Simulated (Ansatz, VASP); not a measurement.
Two plane-wave programs on CdSe

File INCAR:

```
PREC = Accurate ; ENCUT = 520
EDIFF = 1E-6 ; ISMEAR = 0
SIGMA = 0.1 ; LREAL = False
LASPH = True ; NELM = 80
ALGO = Normal ; ISIF = 2
LWAVE = False ; LCHARG = False
GGA = PE ; NBANDS = 46
```

KPOINTS

```
Automatic mesh
0
Gamma
  2 4 4
```

Contents of POSCAR:

```
CdSe
1.0
    8.1647019000      0.0000000000      0.0000000000
    0.0000000000      4.5070220000      0.0000000000
    0.0000000000      0.0000000000      7.4791059000
Cd Se
4 4
Direct
    0.8407570000      0.7500000000      0.3990120000
    0.6592430000      0.2500000000      0.8990120000
    0.3407570000      0.7500000000      0.1009880000
    0.1592430000      0.2500000000      0.6009880000
    0.8223160000      0.2500000000      0.5959510000
    0.6776840000      0.7500000000      0.0959510000
    0.3223160000      0.2500000000      0.9040490000
    0.1776840000      0.7500000000      0.4040490000
```

Input for Ansatz:

```yaml
crystal:
  lattice:
    - [8.1647019, 0.0, 0.0]
    - [0.0, 4.507022, 0.0]
    - [0.0, 0.0, 7.4791059]
  atoms:
    - { symbol: Cd, position: [0.840757, 0.75, 0.399012] }
    - { symbol: Cd, position: [0.659243, 0.25, 0.899012] }
    - { symbol: Cd, position: [0.340757, 0.75, 0.100988] }
    - { symbol: Cd, position: [0.159243, 0.25, 0.600988] }
    - { symbol: Se, position: [0.822316, 0.25, 0.595951] }
    - { symbol: Se, position: [0.677684, 0.75, 0.095951] }
    - { symbol: Se, position: [0.322316, 0.25, 0.904049] }
    - { symbol: Se, position: [0.177684, 0.75, 0.404049] }
basis:
  ecutwfc: 420
kpoints:
  mp_grid: { grid: [2, 4, 4] }
hamiltonian:
  xc: pbe
scf:
  occupations: { method: gaussian, width: 0.1 }
  lower_state_search: "off"
output:
  forces: true
  stress: true
  eigenvalues: true
```

Alike in both runs: task single point; functional PBE; k mesh 2 × 4 × 4; occupations gaussian, width 0.1 eV; no spin polarisation.

|  | VASP | Ansatz |
| --- | --- | --- |
| version | VASP 6.6.1 | Ansatz 0.2.0 |
| potentials or method | VASP PAW PBE potentials, release 64 (Cd, Se), cutoff 520 eV | scalar-relativistic, plane waves, PAW |
| valence electrons in the cell | 72 | 144 |

```tsv
	VASP	Ansatz	Ansatz less VASP
gap on the k mesh at the Fermi level (eV)	0.74	0.74	+0.004
least direct gap on the mesh (eV)	0.74	0.74	+0.004
pressure (GPa)	0.2	0.0	-0.22
traceless stress, the component that is largest in VASP (GPa)	0.10	0.10	-0.004
rms of the force components (eV/Å)	0.003	0.004	+0.0003
```

Atom by atom the forces differ by 0.005 eV/Å (rms over components). The functional is the same, so the differences come from potentials, cutoffs and numerics. VASP's potentials hold 72 valence electrons a cell and Ansatz's 144, so a difference there can come from the potentials and not from the codes.
